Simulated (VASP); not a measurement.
# Al in VASP: further runs

The runs below take Al through relaxation of the atoms, with PBE.

Everything below comes from runs of VASP 6.6.1. Logs are shortened: lines on timing, memory, paths and dates and some standing lists are left out, and cuts for length are marked.

## (1) The cell of the first run

The cell holds a slab with vacuum, 13 atoms: a = 5.714 Å, b = 5.714 Å, c = 20.102 Å, α = 90.00°, β = 90.00°, γ = 120.00°.

## (2) Relaxation of the atoms, PBE

Input file INCAR:

```
SYSTEM = Al
PREC = Accurate
ENCUT = 450
EDIFF = 1E-7
ISMEAR = 0
SIGMA = 0.1
LREAL = .False.
LASPH = .True.
NELM = 120
ALGO = Normal
ISIF = 2
LWAVE = .False.
LCHARG = .False.
LDIPOL = .True.
IDIPOL = 3
DIPOL = 0.5 0.5 0.331
GGA = PE
IBRION = 2
NSW = 36
EDIFFG = -0.025
GGA_COMPAT = .False.
NELMIN = 4
NELMDL = -8
KPAR = 4
```

Input file KPOINTS:

```
Automatic mesh
0
Gamma
  6 6 1
  0 0 0
```

Input file POSCAR:

```
Al
1.0
    5.7143028096      0.0000000000      0.0000000000
   -2.8571514048      4.9487313980      0.0000000000
    0.0000000000      0.0000000000     20.1016424764
Al
13
Selective dynamics
Direct
    0.3333333333      0.1666666667      0.1989887147  F F F
    0.3333333333      0.6666666667      0.1989887147  F F F
    0.8333333333      0.1666666667      0.1989887147  F F F
    0.8333333333      0.6666666667      0.1989887147  F F F
    0.1666666667      0.3333333333      0.3134533099  F F F
    0.1666666667      0.8333333333      0.3134533099  F F F
    0.6666666667      0.3333333333      0.3134533099  F F F
    0.6666666667      0.8333333333      0.3134533099  F F F
    0.0000000000      0.0000000000      0.4279074452  F F F
    0.0000000000      0.5000000000      0.4279074452  F F F
    0.5000000000      0.0000000000      0.4279074452  F F F
    0.5000000000      0.5000000000      0.4279074452  F F F
    0.0000000000      0.1666666667      0.5453285521  F F T
```

Potentials or basis: VASP PAW PBE potentials, release 64 (Al).

Command:

```sh
$ cat potpaw_PBE.64/Al/POTCAR > POTCAR
$ mpirun -np 4 vasp_std > vasp.out
```

OUTCAR:

```text
SYSTEM = Al
   PREC = Accurate
   ENCUT = 450
   EDIFF = 1E-7
   ISMEAR = 0
   LREAL = .False.
   LASPH = .True.
   NELM = 120
   ISIF = 2
   GGA = PE
   IBRION = 2
   NSW = 36
   EDIFFG = -0.025
   NELMIN = 4
   NELMDL = -8

 ion  position               nearest neighbor table
   1  0.333  0.167  0.199-   5 2.83   6 2.83   7 2.83   4 2.86   2 2.86   2 2.86   4 2.86   3 2.86
                             3 2.86
   2  0.333  0.667  0.199-   6 2.83   5 2.83   8 2.83   3 2.86   1 2.86   1 2.86   3 2.86   4 2.86
                             4 2.86
   3  0.833  0.167  0.199-   7 2.83   8 2.83   5 2.83   4 2.86   2 2.86   4 2.86   2 2.86   1 2.86
                             1 2.86
   4  0.833  0.667  0.199-   8 2.83   7 2.83   6 2.83   3 2.86   1 2.86   3 2.86   1 2.86   2 2.86
                             2 2.86
   5  0.167  0.333  0.313-   9 2.83  12 2.83  10 2.83   1 2.83   2 2.83   3 2.83   8 2.86   6 2.86
                             6 2.86   8 2.86   7 2.86   7 2.86
   6  0.167  0.833  0.313-  10 2.83  11 2.83   9 2.83   2 2.83   1 2.83   4 2.83   7 2.86   5 2.86
                             5 2.86   7 2.86   8 2.86   8 2.86
   7  0.667  0.333  0.313-  11 2.83  10 2.83  12 2.83   3 2.83   4 2.83   1 2.83   8 2.86   6 2.86
                             8 2.86   6 2.86   5 2.86   5 2.86
   8  0.667  0.833  0.313-  12 2.83   9 2.83  11 2.83   4 2.83   3 2.83   2 2.83   7 2.86   5 2.86
                             7 2.86   5 2.86   6 2.86   6 2.86
   9  0.000  0.000  0.428-  13 2.55   5 2.83   8 2.83   6 2.83  12 2.86  10 2.86  10 2.86  12 2.86
                            11 2.86  11 2.86
  10  0.000  0.500  0.428-   6 2.83   7 2.83   5 2.83   9 2.86  11 2.86   9 2.86  11 2.86  12 2.86
                            12 2.86  13 3.03
  11  0.500  0.000  0.428-   7 2.83   6 2.83   8 2.83  10 2.86  12 2.86  12 2.86  10 2.86   9 2.86
                             9 2.86
  12  0.500  0.500  0.428-   8 2.83   5 2.83   7 2.83   9 2.86  11 2.86  11 2.86   9 2.86  10 2.86
                            10 2.86
  13  0.000  0.167  0.545-   9 2.55  10 3.03

  LATTYP: Found a hexagonal cell.
 ALAT       =     5.7143028096
 C/A-ratio  =     3.5177769093

  Lattice vectors:

 A1 = (   5.7143028096,   0.0000000000,   0.0000000000)
 A2 = (  -2.8571514048,   4.9487313980,   0.0000000000)
 A3 = (   0.0000000000,   0.0000000000,  20.1016424764)

Analysis of symmetry for initial positions (statically):
=====================================================================
 Subroutine PRICEL returns:
 Original cell was already a primitive cell.

 Routine SETGRP: Setting up the symmetry group for a
 hexagonal supercell.

 Subroutine GETGRP returns: Found  1 space group operations
 (whereof  1 operations were pure point group operations)
 out of a pool of 24 trial point group operations.

The static configuration has the point symmetry C_1 .

Analysis of symmetry for dynamics (positions and initial velocities):
=====================================================================
 Subroutine PRICEL returns:
 Original cell was already a primitive cell.

 Routine SETGRP: Setting up the symmetry group for a
 hexagonal supercell.

 Subroutine GETGRP returns: Found  1 space group operations
 (whereof  1 operations were pure point group operations)
 out of a pool of 24 trial point group operations.

The dynamic configuration has the point symmetry C_1 .

Analysis of constrained symmetry for selective dynamics:
=====================================================================
 Subroutine PRICEL returns:
 Original cell was already a primitive cell.

 Routine SETGRP: Setting up the symmetry group for a
 hexagonal supercell.

 Subroutine GETGRP returns: Found  1 space group operations
 (whereof  1 operations were pure point group operations)
 out of a pool of 24 trial point group operations.

The constrained configuration has the point symmetry C_1 .

 Subroutine INISYM returns: Found  1 space group operations
 (whereof  1 operations are pure point group operations),
 and found     1 'primitive' translations

----------------------------------------------------------------------------------------

                                     Primitive cell
[... 53 lines left out ...]
     0.029166579  0.016839332  0.000000000     0.166666667  0.000000000  0.000000000
     0.000000000  0.033678665  0.000000000     0.000000000  0.166666667  0.000000000
     0.000000000  0.000000000  0.049747179     0.000000000  0.000000000  1.000000000

  Length of vectors
     0.033678665  0.033678665  0.049747179

  Shift w.r.t. Gamma in fractional coordinates (k-lattice)
     0.000000000  0.000000000  0.000000000

 Subroutine IBZKPT returns following result:
 ===========================================

 Found     20 irreducible k-points:

 Following reciprocal coordinates:
            Coordinates               Weight
  0.000000  0.000000  0.000000      1.000000
  0.166667  0.000000  0.000000      2.000000
  0.000000  0.166667  0.000000      2.000000
 -0.166667  0.166667  0.000000      2.000000
  0.333333  0.000000  0.000000      2.000000
  0.000000  0.333333  0.000000      2.000000
[... 12 lines left out ...]
  0.500000 -0.166667  0.000000      2.000000
  0.333333  0.333333  0.000000      2.000000
   k-points           NKPTS =     20   k-points in BZ     NKDIM =     20   number of bands    NBANDS=     26
   number of dos      NEDOS =    301   number of ions     NIONS =     13
   total plane-waves  NPLWV = 224000
   dimension x,y,z NGX =    40 NGY =   40 NGZ =  140
   dimension x,y,z NGXF=    80 NGYF=   80 NGZF=  280
   ions per type =              13
   NGX,Y,Z   is equivalent  to a cutoff of  11.64, 11.64, 11.58 a.u.
   NGXF,Y,Z  is equivalent  to a cutoff of  23.27, 23.27, 23.16 a.u.
 SYSTEM =  Al
   PREC   = accura    normal or accurate (medium, high low for compatibility)
   ISTART =      0    job   : 0-new  1-cont  2-samecut
   ICHARG =      2    charge: 1-file 2-atom 10-const
   ISPIN  =      1    spin polarized calculation?
   LNONCOLLINEAR =      F non collinear calculations
   LSORBIT =      F    spin-orbit coupling
   LASPH  =      T    aspherical Exc in radial PAW
   ENCUT  =  450.0 eV  33.07 Ry    5.75 a.u.   9.88  9.88 34.77*2*pi/ulx,y,z
   NELM   =    120;   NELMIN=  4; NELMDL= -8     # of ELM steps
   EDIFF  = 0.1E-06   stopping-criterion for ELM
   LREAL  =      F    real-space projection
   EDIFFG = -.3E-01   stopping-criterion for IOM
   NSW    =     36    number of steps for IOM
   IBRION =      2    ionic relax: 0-MD 1-quasi-New 2-CG
   NFREE  =      1    steps in history (QN), initial steepest desc. (CG)
   ISIF   =      2    stress and relaxation
   ISYM   =      2    0-nonsym 1-usesym 2-fastsym
   POTIM  = 0.5000    time-step for ionic-motion
   TEBEG  =    0.0;   TEEND  =   0.0 temperature during run
   PSTRESS=    0.0 pullay stress
   NELECT =      39.0000    total number of electrons
   NUPDOWN=      -1.0000    fix difference up-down
   EMIN   =  10.00;   EMAX   =-10.00  energy-range for DOS
   EFERMI =   0.00;   METHOD = LEGACY
   ISMEAR =     0;   SIGMA  =   0.10  broadening in eV -4-tet -1-fermi 0-gaus
   EFERMI_NEDOS =   21; number of points for ismear=-14 and -15
   IALGO  =     38    algorithm
   IMIX   =      4    mixing-type and parameters
     AMIX     =   0.40;   BMIX     =  1.00
     AMIX_MAG =   1.60;   BMIX_MAG =  1.00
  volume/ion in A,a.u.               =      43.73       295.08
  Fermi-wavevector in a.u.,A,eV,Ry     =   0.670193  1.266482  6.111182  0.449159
  Thomas-Fermi vector in A             =   1.745637
   LORBIT       =      0    0 simple, 1 ext, 2 COOP (PROOUT), +10 PAW based schemes
   GGA     = PE    functional components
   LHFCALC =     F    Hartree Fock is set to
   AEXX    =    0.0000 exact exchange contribution
   IVDW    =     0    specifies the selected vdW correction
   LEPSILON=     F    determine dielectric tensor
   LRPA    =     F    only Hartree local field effects (RPA)
 conjugate gradient relaxation of ions
 non-spin polarized calculation
 Gauss-broadening in eV      SIGMA  =   0.10
  energy-cutoff  :      450.00
  volume of cell :      568.45
 maximum number of plane-waves:     12344
   NGX = 19   NGY = 19   NGZ = 69

 dipolmoment           0.000000      0.000000     -0.006419 electrons x Angstroem

--------------------------------------- Ionic step        1  -------------------------------------------

 number of electron      39.0000000 magnetization

 Free energy of the ion-electron system (eV)
  ---------------------------------------------------
  ext. energy  EPLUGINS =         0.00000000
  ---------------------------------------------------
  free energy    TOTEN  =       -44.80925451 eV

  energy without entropy =      -44.79375046  energy(sigma->0) =      -44.80150248

------------------------ aborting loop because EDIFF is reached ----------------------------------------

  FORCE on cell =-STRESS in cart. coord.  units (eV):
  Direction    XX          YY          ZZ          XY          YZ          ZX
  --------------------------------------------------------------------------------------
  -------------------------------------------------------------------------------------
  Total       -2.9600757     -2.8377678      0.6787006     -0.0975360      1.2090769     -0.6226370
  in kB       -8.3430477     -7.9983196      1.9129348     -0.2749077      3.4078137     -1.7549181
  external PRESSURE =      -4.8094775 kB  Pullay stress =       0.0000000 kB
[... 81 lines left out ...]
--------------------------------------- Ionic step        3  -------------------------------------------

 number of electron      39.0000000 magnetization

 dipolmoment           0.000000      0.000000      0.027404 electrons x Angstroem

 Free energy of the ion-electron system (eV)
  ---------------------------------------------------
  ext. energy  EPLUGINS =         0.00000000
  ---------------------------------------------------
  free energy    TOTEN  =       -44.80967702 eV

  energy without entropy =      -44.79406887  energy(sigma->0) =      -44.80187295

 E-fermi :   0.5077     XC(G=0):  -4.9315

 val. band max:        0.4148139415   @ k =  -0.1667   0.3333   0.0000
 cond. band min:       0.5237792824   @ k =  -0.3333   0.1667   0.0000
 fundamental gap:      0.1089653409
 Fermi energy:         0.5077059405

 k-point     1 :       0.0000    0.0000    0.0000
  band No.  band energies     occupation
      1     -10.0381      2.00000
      2      -8.4004      2.00000
      3      -5.9916      2.00000
      4      -4.2653      2.00000
      5      -4.1583      2.00000
      6      -4.1524      2.00000
[... 569 lines left out ...]
     25       2.5926      0.00000
     26       3.2353      0.00000

------------------------ aborting loop because EDIFF is reached ----------------------------------------

 vacuum level on the upper side and lower side of the slab       (xc-potential included)        -0.144        -0.247

  FORCE on cell =-STRESS in cart. coord.  units (eV):
  Direction    XX          YY          ZZ          XY          YZ          ZX
  --------------------------------------------------------------------------------------
  -------------------------------------------------------------------------------------
  Total       -2.9790750     -2.8429485      0.8443724     -0.1093855      1.2466335     -0.6428394
  in kB       -8.3965976     -8.0129218      2.3798849     -0.3083058      3.5136678     -1.8118591
  external PRESSURE =      -4.6765448 kB  Pullay stress =       0.0000000 kB
[... 28 lines left out ...]
  FREE ENERGIE OF THE ION-ELECTRON SYSTEM (eV)
  ---------------------------------------------------
  free  energy   TOTEN  =       -44.8096770186 eV

  energy  without entropy=      -44.7940688746  energy(sigma->0) =      -44.80187295

 reached required accuracy - stopping structural energy minimisation

 vacuum level on the upper side and lower side of the slab         4.471         4.368
```

It took 3.2 min on 4 MPI ranks of Intel Xeon Platinum 8488C (Sapphire Rapids), shared host; peak memory 0.62 GiB.

What came out:

- Free energy: -44.8097 eV
- Energy gained by relaxing: 0.0 meV/atom
- Ionic steps: 3
- Band gap on the k mesh: zero (an odd number of electrons rules out a gap without spin polarisation)

The path:
```
step  energy change (eV)  largest force on free atoms (eV/Å)  pressure (GPa)
   1              0.0000                              0.0665           -0.48
   2             -0.0002                              0.0501           -0.48
   3             -0.0004                              0.0091           -0.47
```

Final structure:
```xyz
13
Lattice="5.7143 0.0000 0.0000 -2.8572 4.9487 0.0000 0.0000 0.0000 20.1016" Properties=species:S:1:pos:R:3 pbc="T T T"
Al    1.4286    0.8248    4.0000
Al    0.0000    3.2992    4.0000
Al    4.2857    0.8248    4.0000
Al    2.8572    3.2992    4.0000
Al    0.0000    1.6496    6.3009
Al   -1.4286    4.1239    6.3009
Al    2.8572    1.6496    6.3009
Al    1.4286    4.1239    6.3009
Al    0.0000    0.0000    8.6016
Al   -1.4286    2.4744    8.6016
Al    2.8572    0.0000    8.6016
Al    1.4286    2.4744    8.6016
Al   -0.4762    0.8248   10.9509
```

## (3) Relaxation of the atoms, PBE

INCAR: that of step 2 with these lines changed.

```diff
@@ -15,3 +15,3 @@
 IDIPOL = 3
-DIPOL = 0.5 0.5 0.331
+DIPOL = 0.5 0.5 0.332
 GGA = PE
```

KPOINTS is that of step 2.

POSCAR: that of step 2 with these lines changed.

```diff
@@ -21,2 +21,2 @@
     0.5000000000      0.5000000000      0.4279074452  F F F
-    0.0000000000      0.1666666667      0.5453285521  F F T
+    0.0000000000      0.0833333333      0.5522931572  F F T
```

Potentials or basis: VASP PAW PBE potentials, release 64 (Al).

Command:

```sh
$ cat potpaw_PBE.64/Al/POTCAR > POTCAR
$ mpirun -np 4 vasp_std > vasp.out
```

Wall time 8.9 min (4 MPI ranks of Oxide Virtual Turin-like, shared host); peak memory 0.6 GiB.

Results (log left out):

* Free energy: -44.5800 eV
* Energy gained by relaxing: 0.0 meV/atom
* Ionic steps: 3
* Band gap on the k mesh: zero (an odd number of electrons rules out a gap without spin polarisation)

Step by step:
| step | energy change (eV) | largest force on free atoms (eV/Å) | pressure (GPa) |
| --- | --- | --- | --- |
| 1 | 0.0000 | 0.0612 | -0.50 |
| 2 | -0.0002 | 0.0451 | -0.50 |
| 3 | -0.0003 | 0.0010 | -0.49 |

Final structure:
```
CELL_PARAMETERS angstrom
5.71430 0.00000 0.00000
-2.85715 4.94873 0.00000
0.00000 0.00000 20.10164
ATOMIC_POSITIONS crystal
Al 0.33333 0.16667 0.19899
Al 0.33333 0.66667 0.19899
Al 0.83333 0.16667 0.19899
Al 0.83333 0.66667 0.19899
Al 0.16667 0.33333 0.31345
Al 0.16667 0.83333 0.31345
Al 0.66667 0.33333 0.31345
Al 0.66667 0.83333 0.31345
Al 0.00000 0.00000 0.42791
Al 0.00000 0.50000 0.42791
Al 0.50000 0.00000 0.42791
Al 0.50000 0.50000 0.42791
Al 0.00000 0.08333 0.55173
```

Levels at points of the mesh, in eV from the Fermi level:
```csv
k point,band 16,band 17,band 18,band 19,band 20,band 21,band 22,band 23
"(0.00, 0.00, 0.00)",-2.70,-2.23,-0.74,-0.54,-0.40,-0.37,-0.19,-0.16
"(0.50, 0.00, 0.00)",-0.48,-0.45,-0.25,-0.19,0.54,0.74,0.84,1.05
"(0.00, 0.50, 0.00)",-0.48,-0.45,-0.24,-0.21,0.59,0.73,0.80,1.08
"(0.50, 0.50, 0.00)",-0.47,-0.46,-0.26,-0.18,0.58,0.74,0.76,1.00
```

The gap in the log of VASP goes by the Fermi energy; the results here count the filled bands.